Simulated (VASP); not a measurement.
# Ag (Fd-3m) in VASP: notebook

The runs below take Ag through relaxation of cell and atoms, single point, with LDA.

All numbers are computed with VASP 6.6.1; they aren't measurements. Logs are shortened: lines on timing, memory, paths and dates and some standing lists are left out, and cuts for length are marked.

**1. The cell of the first run**

Symmetry: Fd-3m, No. 227, cubic system. The conventional cell has a = 5.390 Å, b = 5.390 Å, c = 5.390 Å, α = 90.00°, β = 90.00°, γ = 90.00°. Ag (site symmetry -43m) has 4 Ag at 2.33 Å within 3.1 Å.

**2. Relaxation of cell and atoms, LDA, target pressure 2.2 GPa, at which the enthalpy is minimised**

Contents of INCAR:

```
SYSTEM = Ag
PREC = Accurate
ENCUT = 600
EDIFF = 1E-6
ISMEAR = -1
SIGMA = 0.1
LREAL = .False.
LASPH = .True.
NELM = 80
ALGO = Normal
ISIF = 3
LWAVE = .False.
LCHARG = .False.
IBRION = 2
NSW = 60
EDIFFG = -0.005
PSTRESS = 22.0
```

Contents of KPOINTS:

```
Automatic mesh
0
Gamma
  12 12 12
  0 0 0
```

Contents of POSCAR:

```
Ag
1.0
    0.0000000000      2.6950865378      2.6950865378
    2.6950865378      0.0000000000      2.6950865378
    2.6950865378      2.6950865378      0.0000000000
Ag
2
Direct
   -0.1250000000     -0.1250000000     -0.1250000000
    0.1250000000      0.1250000000      0.1250000000
```

Potentials or basis: VASP PAW LDA potentials, release 64 (Ag).

Started as:

```console
$ cat potpaw_LDA.64/Ag/POTCAR > POTCAR
$ mpirun -np 1 vasp_std > vasp.out
```

OUTCAR:

```text
SYSTEM = Ag
   PREC = Accurate
   ENCUT = 600
   EDIFF = 1E-6
   ISMEAR = -1
   LREAL = .False.
   LASPH = .True.
   NELM = 80
   ISIF = 3
   IBRION = 2
   NSW = 60
   EDIFFG = -0.005
   PSTRESS = 22.0

 ion  position               nearest neighbor table
   1  0.875  0.875  0.875-   2 2.33   2 2.33   2 2.33   2 2.33
   2  0.125  0.125  0.125-   1 2.33   1 2.33   1 2.33   1 2.33

  LATTYP: Found a face centered cubic cell.
 ALAT       =     5.3901730756

  Lattice vectors:

 A1 = (   0.0000000000,   2.6950865378,   2.6950865378)
 A2 = (   2.6950865378,   0.0000000000,   2.6950865378)
 A3 = (   2.6950865378,   2.6950865378,   0.0000000000)

Analysis of symmetry for initial positions (statically):
=====================================================================
 Subroutine PRICEL returns:
 Original cell was already a primitive cell.

 Routine SETGRP: Setting up the symmetry group for a
 face centered cubic supercell.

 Subroutine GETGRP returns: Found 48 space group operations
 (whereof 12 operations were pure point group operations)
 out of a pool of 48 trial point group operations.

The static configuration has the point symmetry D_3d.
 The point group associated with its full space group is O_h .

Analysis of symmetry for dynamics (positions and initial velocities):
=====================================================================
 Subroutine PRICEL returns:
 Original cell was already a primitive cell.

 Routine SETGRP: Setting up the symmetry group for a
 face centered cubic supercell.

 Subroutine GETGRP returns: Found 48 space group operations
 (whereof 12 operations were pure point group operations)
 out of a pool of 48 trial point group operations.

The dynamic configuration has the point symmetry D_3d.
 The point group associated with its full space group is O_h .

 Subroutine INISYM returns: Found 48 space group operations
 (whereof 12 operations are pure point group operations),
 and found     1 'primitive' translations

----------------------------------------------------------------------------------------

                                     Primitive cell

  volume of cell :      39.1515

  direct lattice vectors                    reciprocal lattice vectors
     0.000000000  2.695086538  2.695086538    -0.185522800  0.185522800  0.185522800
     2.695086538  0.000000000  2.695086538     0.185522800 -0.185522800  0.185522800
     2.695086538  2.695086538  0.000000000     0.185522800  0.185522800 -0.185522800

  length of vectors
     3.811427934  3.811427934  3.811427934     0.321334915  0.321334915  0.321334915

  position of ions in fractional coordinates (direct lattice)
     0.875000000  0.875000000  0.875000000
     0.125000000  0.125000000  0.125000000

  ion indices of the primitive-cell ions
   primitive index   ion index
                 1           1
                 2           2

----------------------------------------------------------------------------------------

 KPOINTS: Automatic mesh

Automatic generation of k-mesh.
 Grid dimensions read from file:
 generate k-points for:   12   12   12

 Generating k-lattice:

  Cartesian coordinates                     Fractional coordinates (reciprocal lattice)
    -0.015460233  0.015460233  0.015460233     0.083333333  0.000000000  0.000000000
     0.015460233 -0.015460233  0.015460233     0.000000000  0.083333333  0.000000000
     0.015460233  0.015460233 -0.015460233     0.000000000  0.000000000  0.083333333

  Length of vectors
     0.026777910  0.026777910  0.026777910

  Shift w.r.t. Gamma in fractional coordinates (k-lattice)
     0.000000000  0.000000000  0.000000000

 Subroutine IBZKPT returns following result:
 ===========================================

 Found     72 irreducible k-points:

 Following reciprocal coordinates:
            Coordinates               Weight
  0.000000  0.000000  0.000000      1.000000
  0.083333  0.000000  0.000000      8.000000
  0.166667  0.000000  0.000000      8.000000
  0.250000  0.000000  0.000000      8.000000
  0.333333  0.000000  0.000000      8.000000
  0.416667  0.000000  0.000000      8.000000
[... 16 lines left out ...]
  0.500000  0.166667  0.000000     24.000000
 -0.416667  0.166667  0.000000     24.000000
 [... further k-points ...]
   k-points           NKPTS =     72   k-points in BZ     NKDIM =     72   number of bands    NBANDS=     15
   number of dos      NEDOS =    301   number of ions     NIONS =      2
   total plane-waves  NPLWV =  27000
   dimension x,y,z NGX =    30 NGY =   30 NGZ =   30
   dimension x,y,z NGXF=    60 NGYF=   60 NGZF=   60
   ions per type =               2
   NGX,Y,Z   is equivalent  to a cutoff of  13.09, 13.09, 13.09 a.u.
   NGXF,Y,Z  is equivalent  to a cutoff of  26.17, 26.17, 26.17 a.u.
 SYSTEM =  Ag
   PREC   = accura    normal or accurate (medium, high low for compatibility)
   ISTART =      0    job   : 0-new  1-cont  2-samecut
   ICHARG =      2    charge: 1-file 2-atom 10-const
   ISPIN  =      1    spin polarized calculation?
   LNONCOLLINEAR =      F non collinear calculations
   LSORBIT =      F    spin-orbit coupling
   LASPH  =      T    aspherical Exc in radial PAW
   ENCUT  =  600.0 eV  44.10 Ry    6.64 a.u.   7.61  7.61  7.61*2*pi/ulx,y,z
   NELM   =     80;   NELMIN=  2; NELMDL= -5     # of ELM steps
   EDIFF  = 0.1E-05   stopping-criterion for ELM
   LREAL  =      F    real-space projection
   EDIFFG = -.5E-02   stopping-criterion for IOM
   NSW    =     60    number of steps for IOM
   IBRION =      2    ionic relax: 0-MD 1-quasi-New 2-CG
   NFREE  =      1    steps in history (QN), initial steepest desc. (CG)
   ISIF   =      3    stress and relaxation
   ISYM   =      2    0-nonsym 1-usesym 2-fastsym
   POTIM  = 0.5000    time-step for ionic-motion
   TEBEG  =    0.0;   TEEND  =   0.0 temperature during run
   PSTRESS=   22.0 pullay stress
   NELECT =      22.0000    total number of electrons
   NUPDOWN=      -1.0000    fix difference up-down
   EMIN   =  10.00;   EMAX   =-10.00  energy-range for DOS
   EFERMI =   0.00;   METHOD = LEGACY
   ISMEAR =    -1;   SIGMA  =   0.10  broadening in eV -4-tet -1-fermi 0-gaus
   EFERMI_NEDOS =   21; number of points for ismear=-14 and -15
   IALGO  =     38    algorithm
   IMIX   =      4    mixing-type and parameters
     AMIX     =   0.40;   BMIX     =  1.00
     AMIX_MAG =   1.60;   BMIX_MAG =  1.00
  volume/ion in A,a.u.               =      19.58       132.10
  Fermi-wavevector in a.u.,A,eV,Ry     =   1.350931  2.552889 24.830813  1.825013
  Thomas-Fermi vector in A             =   2.478394
   LORBIT       =      0    0 simple, 1 ext, 2 COOP (PROOUT), +10 PAW based schemes
   GGA     = CA    functional components
   LHFCALC =     F    Hartree Fock is set to
   AEXX    =    0.0000 exact exchange contribution
   IVDW    =     0    specifies the selected vdW correction
   LEPSILON=     F    determine dielectric tensor
   LRPA    =     F    only Hartree local field effects (RPA)
 conjugate gradient relaxation of ions
 non-spin polarized calculation
  energy-cutoff  :      600.00
  volume of cell :       39.15
 maximum number of plane-waves:      1323
   NGX = 15   NGY = 15   NGZ = 15

--------------------------------------- Ionic step        1  -------------------------------------------

 number of electron      22.0000008 magnetization

 Free energy of the ion-electron system (eV)
  ---------------------------------------------------
  ext. energy  EPLUGINS =         0.00000000
  ---------------------------------------------------
  free energy    TOTEN  =        -4.48862727 eV

  energy without entropy =       -4.46844933  energy(sigma->0) =       -4.47853830

 E-fermi :   6.5488     XC(G=0): -11.4637

 val. band max:        6.5282692919   @ k =  -0.4167   0.2500   0.0833
 cond. band min:       6.5540703720   @ k =  -0.4167   0.3333   0.0000
 fundamental gap:      0.0258010800
 Fermi energy:         6.5487599287

 k-point     1 :       0.0000    0.0000    0.0000
  band No.  band energies     occupation
      1      -0.4122      2.00000
      2       0.2164      2.00000
      3       0.2164      2.00000
      4       0.3749      2.00000
      5       0.3749      2.00000
      6       0.3749      2.00000
      7       2.6633      2.00000
      8       2.6633      2.00000
      9       2.6633      2.00000
     10       4.0060      2.00000
     11       4.0060      2.00000
     12      18.2356      0.00000
     13      18.2356      0.00000
     14      18.2356      0.00000
     15      18.6024      0.00000
[... 960 lines left out ...]
  FREE ENERGIE OF THE ION-ELECTRON SYSTEM (eV)
  ---------------------------------------------------
  free  energy   TOTEN  =        -5.4424846632 eV

  energy  without entropy=       -5.4217729015  energy(sigma->0) =       -5.43212878

  enthalpy is  TOTEN    =        -4.7494309851 eV   P V=        0.6930536781

--------------------------------------- Ionic step        4  -------------------------------------------

 number of electron      22.0000002 magnetization

 Free energy of the ion-electron system (eV)
  ---------------------------------------------------
  ext. energy  EPLUGINS =         0.00000000
  ---------------------------------------------------
  free energy    TOTEN  =        -5.43936155 eV

  energy without entropy =       -5.41861963  energy(sigma->0) =       -5.42899059

 E-fermi :   3.7571     XC(G=0): -10.1394

 val. band max:        3.6478430480   @ k =  -0.4167   0.1667   0.0000
 cond. band min:       3.7746464432   @ k =  -0.3333   0.4167   0.1667
 fundamental gap:      0.1268033952
 Fermi energy:         3.7571323884

 k-point     1 :       0.0000    0.0000    0.0000
  band No.  band energies     occupation
      1      -1.7452      2.00000
      2      -1.2649      2.00000
      3      -1.2649      2.00000
      4      -1.2389      2.00000
      5      -1.2389      2.00000
      6      -1.2389      2.00000
      7       0.3960      2.00000
      8       0.3960      2.00000
      9       0.3960      2.00000
     10       1.2211      2.00000
     11       1.2211      2.00000
     12      13.4472      0.00000
     13      13.4472      0.00000
     14      13.4472      0.00000
     15      14.0263      0.00000
[... 436 lines left out ...]
 POSITION                                       TOTAL-FORCE (eV/Angst)
 -----------------------------------------------------------------------------------
      5.12477      5.12477      5.12477         0.000000      0.000000      0.000000
      0.73211      0.73211      0.73211        -0.000000     -0.000000     -0.000000
 -----------------------------------------------------------------------------------
    total drift:                               -0.000000      0.000000      0.000000

  FREE ENERGIE OF THE ION-ELECTRON SYSTEM (eV)
  ---------------------------------------------------
  free  energy   TOTEN  =        -5.4393615473 eV

  energy  without entropy=       -5.4186196282  energy(sigma->0) =       -5.42899059

  enthalpy is  TOTEN    =        -4.7496780591 eV   P V=        0.6896834882

 reached required accuracy - stopping structural energy minimisation
```

Wall time 48 s (1 thread of Intel Xeon 6975P-C (Granite Rapids), shared host); peak memory 0.18 GiB.

What came out:

* Free energy: -5.4394 eV
* Relaxed volume: 25.11 Å³/atom
* Relaxed cell: a = 4.141 Å, b = 4.141 Å, c = 4.141 Å, α = 60.00°, β = 60.00°, γ = 60.00°
* Space group after relaxing (to 0.05 Å): Fd-3m (No. 227)
* Energy change on relaxing (the enthalpy is what falls): -475.4 meV/atom
* Ionic steps: 4
* Pressure after relaxing: 2.2 GPa
* Band gap on the k mesh: zero (band 11 reaches 4.36 eV, above the bottom of band 12 at 3.03 eV)

The path:
```
step  energy change (eV)  largest force (eV/Å)  pressure (GPa)  volume (Å³)
   1              0.0000                0.0000           32.15        39.15
   2             -0.7017                0.0000           -5.88        63.76
   3             -0.9539                0.0000            1.87        50.47
   4             -0.9507                0.0000            2.23        50.23
```

Final structure:
```
Ag
1.0
     0.00000    2.92844    2.92844
     2.92844    0.00000    2.92844
     2.92844    2.92844    0.00000
Ag
2
Direct
  0.87500 0.87500 0.87500
  0.12500 0.12500 0.12500
```

Levels at points of the mesh, in eV from the Fermi level:
| k point | band 8 | band 9 | band 10 | band 11 | band 12 | band 13 | band 14 | band 15 |
| --- | --- | --- | --- | --- | --- | --- | --- | --- |
| (0.00, 0.00, 0.00) | -3.36 | -3.36 | -2.54 | -2.54 | 9.69 | 9.69 | 9.69 | 10.27 |
| (0.50, 0.00, 0.00) | -3.17 | -2.63 | -2.63 | -1.00 | -0.73 | 6.83 | 6.83 | 9.67 |
| (0.50, 0.50, 0.00) | -3.72 | -2.49 | -2.49 | 0.22 | 0.22 | 3.60 | 3.60 | 7.80 |

Caveat: the cell is relaxed towards a set pressure, so the enthalpy falls and the energy may rise; the volume moved by over 15 % at a fixed basis, so the end points are rough.

**3. Single point, LDA**

This run uses another cell than the first one, of 25.10 Å³/atom, 1.282 times its volume.

Contents of INCAR:

```
SYSTEM = Ag
PREC = Accurate
ENCUT = 520
EDIFF = 1E-7
ISMEAR = -1
SIGMA = 0.1
LREAL = .FALSE.
LASPH = .TRUE.
NELM = 100
ALGO = Normal
ISIF = 2
LWAVE = .FALSE.
LCHARG = .FALSE.
GGA = CA
NBANDS = 18
```

Contents of KPOINTS:

```
Automatic mesh
0
G
  12 12 12
  0 0 0
```

Contents of POSCAR:

```
Ag
1.0
    0.0000000000      2.9279057114      2.9279057114
    2.9279057114      0.0000000000      2.9279057114
    2.9279057114      2.9279057114      0.0000000000
Ag
2
Direct
   -0.1250000000     -0.1250000000     -0.1250000000
    0.1250000000      0.1250000000      0.1250000000
```

Potentials or basis: VASP PAW LDA potentials, release 64 (Ag).

Started as:

```console
$ cat potpaw_LDA.64/Ag/POTCAR > POTCAR
$ mpirun -np 1 vasp_std > vasp.out
```

Wall time 59 s (1 thread of AMD EPYC 7R43 (Zen 3), shared host); peak memory 0.14 GiB.

Results (log left out):

* Free energy: -5.4451 eV
* Pressure: 2.2 GPa
* Band gap on the k mesh: zero (band 11 reaches 4.37 eV, above the bottom of band 12 at 3.03 eV)

Levels at points of the mesh, in eV from the Fermi level:
| k point | band 9 | band 10 | band 11 | band 12 | band 13 | band 14 |
| --- | --- | --- | --- | --- | --- | --- |
| (0.00, 0.00, 0.00) | -3.36 | -2.54 | -2.54 | 9.69 | 9.69 | 9.69 |
| (0.50, 0.00, 0.00) | -2.63 | -2.63 | -1.00 | -0.73 | 6.83 | 6.83 |
| (0.50, 0.50, 0.00) | -2.49 | -2.49 | 0.22 | 0.22 | 3.60 | 3.60 |

**4. Single point, LDA**

This run uses another cell than the first one, of 25.10 Å³/atom, 1.282 times its volume.

Contents of INCAR:

```
PREC = Accurate
ENCUT = 520
EDIFF = 1E-7
ISMEAR = -1
SIGMA = 0.1
LREAL = F
LASPH = T
NELM = 60
ALGO = Normal
ISIF = 2
LWAVE = F
LCHARG = F
NBANDS = 18
```

Contents of KPOINTS:

```
Automatic mesh
0
Gamma
  12 12 12
```

POSCAR is that of step 3.

Started as:

```console
$ cat potpaw_LDA.64/Ag/POTCAR > POTCAR
$ mpirun -np 1 vasp_std > vasp.out
```

Run time: 71 s. Hardware: 1 thread of AMD EPYC 7R43 (Zen 3), shared host; peak memory 0.15 GiB.

The run converged. Its results:

- Free energy: -5.4451 eV
- Pressure: 2.2 GPa
- Band gap on the k mesh: zero (band 11 reaches 4.37 eV, above the bottom of band 12 at 3.03 eV)

Levels at points of the mesh, in eV from the Fermi level:
| k point | band 9 | band 10 | band 11 | band 12 | band 13 | band 14 |
| --- | --- | --- | --- | --- | --- | --- |
| (0.00, 0.00, 0.00) | -3.36 | -2.54 | -2.54 | 9.69 | 9.69 | 9.69 |
| (0.50, 0.00, 0.00) | -2.63 | -2.63 | -1.00 | -0.73 | 6.83 | 6.83 |
| (0.50, 0.50, 0.00) | -2.49 | -2.49 | 0.22 | 0.22 | 3.60 | 3.60 |

**5. Relaxation of cell and atoms, LDA, target pressure 2.2 GPa, at which the enthalpy is minimised**

This run uses another cell than the first one, of 25.10 Å³/atom, 1.282 times its volume.

Contents of INCAR:

```
ALGO     = Normal         # electronic algorithm
EDIFF    = 1E-6           # SCF threshold, eV
EDIFFG   = -0.005         # ionic threshold
ENCUT    = 600            # plane-wave cutoff, eV
IBRION   = 2              # ionic algorithm
ISIF     = 3              # what is computed and relaxed
ISMEAR   = -1             # smearing method
LASPH    = T              # aspherical terms in the spheres
LCHARG   = F              # write CHGCAR
LREAL    = F              # projectors in reciprocal space
LWAVE    = F              # write WAVECAR
NELM     = 100            # most SCF steps
NSW      = 32             # ionic steps
PREC     = Accurate       # precision mode
PSTRESS  = 22.0         
SIGMA    = 0.1            # smearing width, eV
```

Contents of KPOINTS:

```
k-points
0
Gamma
  12 12 12
```

POSCAR is that of step 4.

Started as:

```console
$ cat potpaw_LDA.64/Ag/POTCAR > POTCAR
$ mpirun -np 1 vasp_std > vasp.out
```

Run time: 59 s. Hardware: 1 thread of Intel Xeon 6975P-C, shared host; peak memory 0.2 GiB.

It converged, with:

* Free energy: -5.4446 eV
* Pressure after relaxing: 2.2 GPa
* Band gap on the k mesh: zero (band 11 reaches 4.37 eV, above the bottom of band 12 at 3.03 eV)

Final structure:
```
Ag
1.0
     0.00000    2.92791    2.92791
     2.92791    0.00000    2.92791
     2.92791    2.92791    0.00000
Ag
2
Direct
  0.87500 0.87500 0.87500
  0.12500 0.12500 0.12500
```

Levels at points of the mesh, in eV from the Fermi level:
```
           k point  band 8  band 9  band 10  band 11  band 12  band 13  band 14  band 15
(0.00, 0.00, 0.00)   -3.36   -3.36    -2.54    -2.54     9.69     9.69     9.69    10.27
(0.50, 0.00, 0.00)   -3.17   -2.63    -2.63    -1.00    -0.73     6.83     6.83     9.67
(0.50, 0.50, 0.00)   -3.72   -2.49    -2.49     0.22     0.22     3.60     3.60     7.80
```

Caveat: the relaxation stopped at its first step, so nothing moved; the cell is relaxed towards a set pressure, so the enthalpy falls and the energy may rise.

**6. Summary**

| task | cell | cutoff (eV) | gap on the mesh (eV) | pressure (GPa) |
| --- | --- | --- | --- | --- |
| relaxation of cell and atoms | relaxed to 2.2 GPa from a = 3.811 Å, angles 60.0°, 2 atoms | 600 | none | 2.2 |
| single point | a = 4.141 Å, angles 60.0°, 2 atoms | 520 | none | 2.2 |
| relaxation of cell and atoms | relaxed to 2.2 GPa from a = 4.141 Å, angles 60.0°, 2 atoms | 600 | none | 2.2 |

Alike in all rows: level LDA; potentials or basis VASP PAW LDA potentials, release 64 (Ag); no spin polarisation; k mesh 12 × 12 × 12; smearing fermi-dirac 0.1 eV.

Caveats: the cell is relaxed towards a set pressure, so the enthalpy falls and the energy may rise (some runs); the volume moved by over 15 % at a fixed basis, so the end points are rough (some runs); the relaxation stopped at its first step, so nothing moved (some runs).

Absolute energies hang on the potentials; compare differences alone.
